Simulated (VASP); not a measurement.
# Rh (Fm-3m) in VASP: notebook

The runs below take Rh through electric field gradients, with PBEsol.

All numbers are computed with VASP 6.6.1; they aren't measurements. Logs are shortened: lines on timing, memory, paths and dates and some standing lists are left out, and cuts for length are marked.

## 1. The cell of the first run

Symmetry: Fm-3m, No. 225, cubic system. The conventional cell has a = 3.816 Å, b = 3.816 Å, c = 3.816 Å, α = 90.00°, β = 90.00°, γ = 90.00°. Within 3.6 Å of Rh (site symmetry m-3m) lie 12 Rh at 2.70 Å.

## 2. Electric field gradients, PBEsol (volume scaled by 1.01)

INCAR

```
SYSTEM = Rh
  PREC = Accurate
  ENCUT = 520
  EDIFF = 1E-8
  ISMEAR = -1
  SIGMA = 0.08
  LREAL = .False.
  LASPH = .True.
  NELM = 100
  ALGO = Normal
  ISIF = 2
  LWAVE = .False.
  LCHARG = .False.
  GGA = PS
  LEFG = .True.
  NBANDS = 14
```

KPOINTS

```
regular mesh
0
Gamma
  16 16 16
  0 0 0
```

POSCAR

```
Rh
1.0
    0.0000000000      1.9078674883      1.9078674883
    1.9078674883      0.0000000000      1.9078674883
    1.9078674883      1.9078674883      0.0000000000
Rh
1
Direct
    0.0000000000      0.0000000000      0.0000000000
```

Potentials or basis: VASP PAW PBE potentials, release 64 (Rh_pv).

The run is started by

```sh
$ cat potpaw_PBE.64/Rh_pv/POTCAR > POTCAR
$ mpirun -np 1 vasp_std > vasp.out
```

OUTCAR:

```text
SYSTEM = Rh
   PREC = Accurate
   ENCUT = 520
   EDIFF = 1E-8
   ISMEAR = -1
   LREAL = .False.
   LASPH = .True.
   NELM = 100
   ISIF = 2
   GGA = PS

 ion  position               nearest neighbor table
   1  0.000  0.000  0.000-

  LATTYP: Found a face centered cubic cell.
 ALAT       =     3.8157349766

  Lattice vectors:

 A1 = (   0.0000000000,   1.9078674883,   1.9078674883)
 A2 = (   1.9078674883,   0.0000000000,   1.9078674883)
 A3 = (   1.9078674883,   1.9078674883,   0.0000000000)

Analysis of symmetry for initial positions (statically):
=====================================================================
 Subroutine PRICEL returns:
 Original cell was already a primitive cell.

 Routine SETGRP: Setting up the symmetry group for a
 face centered cubic supercell.

 Subroutine GETGRP returns: Found 48 space group operations
 (whereof 48 operations were pure point group operations)
 out of a pool of 48 trial point group operations.

The static configuration has the point symmetry O_h .

Analysis of symmetry for dynamics (positions and initial velocities):
=====================================================================
 Subroutine PRICEL returns:
 Original cell was already a primitive cell.

 Routine SETGRP: Setting up the symmetry group for a
 face centered cubic supercell.

 Subroutine GETGRP returns: Found 48 space group operations
 (whereof 48 operations were pure point group operations)
 out of a pool of 48 trial point group operations.

The dynamic configuration has the point symmetry O_h .

 Subroutine INISYM returns: Found 48 space group operations
 (whereof 48 operations are pure point group operations),
 and found     1 'primitive' translations

----------------------------------------------------------------------------------------

                                     Primitive cell

  volume of cell :      13.8891

  direct lattice vectors                    reciprocal lattice vectors
     0.000000000  1.907867488  1.907867488    -0.262072708  0.262072708  0.262072708
     1.907867488  0.000000000  1.907867488     0.262072708 -0.262072708  0.262072708
[... 120 lines left out ...]
 number of electron      15.0000005 magnetization

 Free energy of the ion-electron system (eV)
  ---------------------------------------------------
  ext. energy  EPLUGINS =         0.00000000
  ---------------------------------------------------
  free energy    TOTEN  =        -8.14269883 eV

  energy without entropy =       -8.11270607  energy(sigma->0) =       -8.12770245

 E-fermi :  11.5643     XC(G=0): -14.1524

 val. band max:       11.5641696967   @ k =  -0.1875   0.1250   0.0000
 cond. band min:      11.5666897057   @ k =  -0.3750   0.0625   0.0000
 fundamental gap:      0.0025200090
 Fermi energy:        11.5643397541

 k-point     1 :       0.0000    0.0000    0.0000
  band No.  band energies     occupation
      1     -34.7451      2.00000
      2     -34.7451      2.00000
      3     -34.7451      2.00000
      4       3.5902      2.00000
      5       8.5236      2.00000
      6       8.5236      2.00000
      7       8.5236      2.00000
      8      10.6028      1.99999
      9      10.6028      1.99999
     10      27.5100      0.00000
     11      31.9709      0.00000
     12      32.9024      0.00000
     13      32.9024      0.00000
     14      32.9024      0.00000
[... 377 lines left out ...]
      1     -34.8123      2.00000
      2     -34.7655      2.00000
      3     -34.7504      2.00000
      4       3.9991      2.00000
      5       8.3256      2.00000
      6       8.6680      2.00000
      7       8.7147      2.00000
      8      10.4180      2.00000
      9      10.6276      1.99998
     10      28.0829      0.00000
     11      31.2131      0.00000
     12      31.9752      0.00000
     13      32.9412      0.00000
     14      33.7512      0.00000

 [... further k-points ...]
[... 5 lines left out ...]
  --------------------------------------------------------------------------------------
  -------------------------------------------------------------------------------------
  Total       -0.6542894     -0.6542894     -0.6542894     -0.0000000      0.0000000     -0.0000000
  in kB      -75.4754712    -75.4754712    -75.4754712     -0.0000000      0.0000000     -0.0000000
  external PRESSURE =     -75.4754712 kB  Pullay stress =       0.0000000 kB

 VOLUME and BASIS-vectors are now :
 -----------------------------------------------------------------------------
  energy-cutoff  :      520.00
  volume of cell :       13.89
      direct lattice vectors                 reciprocal lattice vectors
     0.000000000  1.907867488  1.907867488    -0.262072708  0.262072708  0.262072708
     1.907867488  0.000000000  1.907867488     0.262072708 -0.262072708  0.262072708
     1.907867488  1.907867488  0.000000000     0.262072708  0.262072708 -0.262072708

 POSITION                                       TOTAL-FORCE (eV/Angst)
 -----------------------------------------------------------------------------------
      0.00000      0.00000      0.00000         0.000000     -0.000000      0.000000
 -----------------------------------------------------------------------------------
    total drift:                                0.000000     -0.000000      0.000000

  FREE ENERGIE OF THE ION-ELECTRON SYSTEM (eV)
  ---------------------------------------------------
  free  energy   TOTEN  =        -8.1426988340 eV

  energy  without entropy=       -8.1127060670  energy(sigma->0) =       -8.12770245

 Electric field gradients (V/A^2)
---------------------------------------------------------------------
 ion       V_xx      V_yy      V_zz      V_xy      V_xz      V_yz
---------------------------------------------------------------------
   1       0.000     0.000     0.000     0.000     0.000     0.000
---------------------------------------------------------------------

 Electric field gradients after diagonalization (V/A^2)
 (convention: |V_zz| > |V_xx| > |V_yy|)
----------------------------------------------------------------------
 ion       V_xx      V_yy      V_zz     asymmetry (V_yy - V_xx)/ V_zz
----------------------------------------------------------------------
   1      -0.000    -0.000     0.001       0.000
----------------------------------------------------------------------

           NMR quadrupolar parameters

 Cq : quadrupolar parameter    Cq=e*Q*V_zz/h
 eta: asymmetry parameters     (V_yy - V_xx)/ V_zz
 Q  : nuclear electric quadrupole moment in mb (millibarn)
----------------------------------------------------------------------
 ion       Cq(MHz)       eta       Q (mb)
----------------------------------------------------------------------
   1       0.000       0.000       1.000
----------------------------------------------------------------------
```

stdout:

```text
POSCAR found type information on POSCAR Rh
 POSCAR found :  1 types and       1 ions
 scaLAPACK will be used
 -----------------------------------------------------------------------------
|                                                                             |
|                                                                             |
|     You enforced a specific xc type in the INCAR file but a different       |
|     I HOPE YOU KNOW WHAT YOU ARE DOING!                                     |
|                                                                             |
 -----------------------------------------------------------------------------

 LDA part: xc-table for (Slater+PW92), standard interpolation
 POSCAR, INCAR and KPOINTS ok, starting setup
 FFT: planning ... GRIDC
 FFT: planning ... GRID_SOFT
 FFT: planning ... GRID
 WAVECAR not read
 entering main loop
ion   1
```

Wall time 9.6 s (1 thread of Intel Xeon 6975P-C (Granite Rapids), shared host); peak memory 0.14 GiB.

What came out:

```yaml
Free_energy: -8.1427 eV
Pressure: -7.5 GPa
```

Levels at points of the mesh, in eV from the Fermi level:
| k point | band 5 | band 6 | band 7 | band 8 | band 9 | band 10 |
| --- | --- | --- | --- | --- | --- | --- |
| (0.00, 0.00, 0.00) | -3.04 | -3.04 | -3.04 | -0.96 | -0.96 | 15.95 |
| (0.50, 0.00, 0.00) | -3.11 | -3.11 | 0.58 | 0.58 | 0.67 | 8.49 |
| (0.50, 0.50, 0.00) | -5.88 | 0.55 | 0.98 | 0.98 | 3.17 | 12.10 |

Caveat: without QUAD_EFG the Cq values of the log hold for a quadrupole moment of 1 mb, not for the nuclei; the PAW data sets were made with another functional, which shifts forces and pressure a little.

## 3. Electric field gradients, PBEsol (volume scaled by 1.02)

INCAR

```
PREC = Accurate ; ENCUT = 520
EDIFF = 1E-8 ; ISMEAR = -1
SIGMA = 0.08 ; LREAL = F
LASPH = T ; NELM = 80
ALGO = Normal ; ISIF = 2
LWAVE = F ; LCHARG = F
GGA = PS ; LEFG = T
NBANDS = 14
```

KPOINTS

```
regular mesh
0
Gamma
  16 16 16
```

POSCAR

```
Rh
1.0
    0.0000000000      1.9141434134      1.9141434134
    1.9141434134      0.0000000000      1.9141434134
    1.9141434134      1.9141434134      0.0000000000
Rh
1
Direct
    0.0000000000      0.0000000000      0.0000000000
```

Potentials or basis: VASP PAW PBE potentials, release 64 (Rh_pv).

The run is started by

```sh
$ cat potpaw_PBE.64/Rh_pv/POTCAR > POTCAR
$ mpirun -np 1 vasp_std > vasp.out
```

OUTCAR:

```text
PREC = Accurate
   ENCUT = 520
   EDIFF = 1E-8
   ISMEAR = -1
   LREAL = F
   LASPH = T
   NELM = 80
   ISIF = 2
   GGA = PS

 ion  position               nearest neighbor table
   1  0.000  0.000  0.000-

  LATTYP: Found a face centered cubic cell.
 ALAT       =     3.8282868268

  Lattice vectors:

 A1 = (   0.0000000000,   1.9141434134,   1.9141434134)
 A2 = (   1.9141434134,   0.0000000000,   1.9141434134)
 A3 = (   1.9141434134,   1.9141434134,   0.0000000000)

Analysis of symmetry for initial positions (statically):
=====================================================================
 Subroutine PRICEL returns:
 Original cell was already a primitive cell.

 Routine SETGRP: Setting up the symmetry group for a
 face centered cubic supercell.

 Subroutine GETGRP returns: Found 48 space group operations
[... 587 lines left out ...]
  external PRESSURE =     -99.9222049 kB  Pullay stress =       0.0000000 kB

 VOLUME and BASIS-vectors are now :
 -----------------------------------------------------------------------------
  energy-cutoff  :      520.00
  volume of cell :       14.03
      direct lattice vectors                 reciprocal lattice vectors
     0.000000000  1.914143413  1.914143413    -0.261213447  0.261213447  0.261213447
     1.914143413  0.000000000  1.914143413     0.261213447 -0.261213447  0.261213447
     1.914143413  1.914143413  0.000000000     0.261213447  0.261213447 -0.261213447

 POSITION                                       TOTAL-FORCE (eV/Angst)
 -----------------------------------------------------------------------------------
      0.00000      0.00000      0.00000         0.000000     -0.000000     -0.000000
 -----------------------------------------------------------------------------------
    total drift:                                0.000000     -0.000000      0.000000

  FREE ENERGIE OF THE ION-ELECTRON SYSTEM (eV)
  ---------------------------------------------------
  free  energy   TOTEN  =        -8.1352571687 eV

  energy  without entropy=       -8.1048033297  energy(sigma->0) =       -8.12003025

 Electric field gradients (V/A^2)
---------------------------------------------------------------------
 ion       V_xx      V_yy      V_zz      V_xy      V_xz      V_yz
---------------------------------------------------------------------
   1      -0.000    -0.000    -0.000     0.000     0.000     0.000
---------------------------------------------------------------------

 Electric field gradients after diagonalization (V/A^2)
 (convention: |V_zz| > |V_xx| > |V_yy|)
----------------------------------------------------------------------
 ion       V_xx      V_yy      V_zz     asymmetry (V_yy - V_xx)/ V_zz
----------------------------------------------------------------------
   1      -0.000    -0.000     0.000       0.000
----------------------------------------------------------------------

           NMR quadrupolar parameters

 Cq : quadrupolar parameter    Cq=e*Q*V_zz/h
 eta: asymmetry parameters     (V_yy - V_xx)/ V_zz
 Q  : nuclear electric quadrupole moment in mb (millibarn)
----------------------------------------------------------------------
 ion       Cq(MHz)       eta       Q (mb)
----------------------------------------------------------------------
   1       0.000       0.000       1.000
----------------------------------------------------------------------
```

Run time: 9.9 s. Hardware: 1 thread of Intel Xeon 6975P-C (Granite Rapids), shared host; peak memory 0.14 GiB.

Results:

```yaml
Free_energy: -8.1353 eV
Pressure: -10.0 GPa
```

Levels at points of the mesh, in eV from the Fermi level:
```
           k point  band 4  band 5  band 6  band 7  band 8  band 9  band 10  band 11
(0.00, 0.00, 0.00)   -7.90   -2.99   -2.99   -2.99   -0.95   -0.95    15.95    20.44
(0.50, 0.00, 0.00)   -5.99   -3.06   -3.06    0.56    0.56    0.68     8.39    15.45
(0.50, 0.50, 0.00)   -6.15   -5.79    0.54    0.96    0.96    3.16    11.98    13.12
```

Caveat: without QUAD_EFG the Cq values of the log hold for a quadrupole moment of 1 mb, not for the nuclei; the PAW data sets were made with another functional, which shifts forces and pressure a little.

(Continued in part 2 of 2.)
